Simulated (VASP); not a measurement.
Write the native input for VASP 6.6.1 that does the following.

| Item | Value |
| --- | --- |
| Task | single point |
| Functional | PBE |
| Potentials or basis | VASP PAW PBE potentials, release 64 (Ga_d, As, N) |
| Cutoff | 520 eV |
| k mesh | 6 × 6 × 2 |
| Occupations | gaussian, width 0.2 eV |
| Spin | no spin polarisation |
| Dipole correction | no |
| Further INCAR settings | ALGO = Normal; EDIFF = 1e-06; NBANDS = 66 |

The structure of Ga3AsN2 lies in POSCAR:

```
Ga3AsN2
1.0
    3.1928911766      0.0015069498     -0.0019405676
   -1.5951606551      2.7631069126      0.0012724948
   -0.0116915701      0.0024762346     17.6453732119
Ga As N
6 2 4
Direct
    0.6666706348      0.3328706610      0.3870331947
    0.6676231472      0.3339789914      0.8869939643
    0.0066906752      1.0036492502      0.2499711867
    0.0044609443      0.0033743984      0.7499528069
    0.3342288310      0.6672208499      0.1129307993
    0.3344224451      0.6678380972      0.6129274989
   -0.0011409782      0.9992288723      0.4999968805
   -0.0007937704     -0.0004796547     -0.0000072743
    0.3279977901      0.6633627977      0.3227479455
    0.3310720014      0.6653898352      0.8227172877
    0.6633350154      0.3310123187      0.1773601873
    0.6654332640      0.3325535827      0.6773755226
```

These files were run (other wordings do the same):

INCAR

```
PREC = Accurate
ENCUT = 520
EDIFF = 1E-6
ISMEAR = 0
SIGMA = 0.2
LREAL = F
LASPH = T
NELM = 60
ALGO = Normal
ISIF = 2
LWAVE = F
LCHARG = F
GGA = PE
NBANDS = 66
```

KPOINTS

```
regular mesh
0
Gamma
  6 6 2
```

Potentials or basis: VASP PAW PBE potentials, release 64 (Ga_d, As, N).

The run is started by

```bash
$ cat potpaw_PBE.64/Ga_d/POTCAR potpaw_PBE.64/As/POTCAR potpaw_PBE.64/N/POTCAR > POTCAR
$ mpirun -np 1 vasp_std > vasp.out
```

It gave:

* Pressure: 0.3 GPa
* Largest force: 0.024 eV/Å
* Band gap on the k mesh: zero (band 54 reaches 9.02 eV, above the bottom of band 55 at 6.91 eV)

Caveat: the k points lie up to 0.38 Å⁻¹ apart.

Wall time 4.8 min on 1 thread of Intel(R) Xeon(R) 6975P-C (Granite Rapids), with other jobs on the host, peak memory 0.46 GiB.
